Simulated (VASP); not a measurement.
Crystal: Cr.

```
Cr
1.0
     2.71400    0.00000    0.00000
    -1.35700    2.35039    0.00000
     0.00000    0.00000    4.41000
Cr
2
Direct
  0.66667 0.33333 0.75000
  0.33333 0.66667 0.25000
```

This isn't the form of Cr at room conditions, which is bcc.

Base run:

| Property | Result |
| --- | --- |
| Program | VASP 6.6.1 |
| Functional | PBE |
| Potentials or basis | VASP PAW PBE potentials, release 64 (Cr_pv) |
| Cutoff | 520 eV |
| k mesh | 11 × 11 × 6 |
| Occupations | gaussian, width 0.024 eV |
| Spin | collinear spin, ferromagnetic start |
| Starting moments | [3.0, 3.0] μB |

Its results: pressure -25.6 GPa; net moment 2.03 μB per cell; site moments Cr +0.93 μB.

**Question.** After a change of settings the same cell gave: pressure -26.6 GPa; net moment 1.91 μB per cell; site moments Cr +0.86 μB. Which change was it?
A. occupations from gaussian, width 0.024 eV to gaussian, width 0.014 eV; further incar settings from ALGO = Normal; EDIFF = 1e-06; NBANDS = 23 to ALGO = Fast; EDIFF = 1e-06; NBANDS = 23
B. occupations from gaussian, width 0.024 eV to gaussian, width 0.013 eV; further incar settings from ALGO = Normal; EDIFF = 1e-06; NBANDS = 23 to ALGO = Normal; EDIFF = 1e-07; NBANDS = 23
C. occupations from gaussian, width 0.024 eV to gaussian, width 0.022 eV
D. occupations from gaussian, width 0.024 eV to gaussian, width 0.018 eV

**Answer.** D.

Caveats: the cell stands under tension; an empty level that is flat over the whole mesh can mark a ghost state of the potentials, or a narrow d or f band.
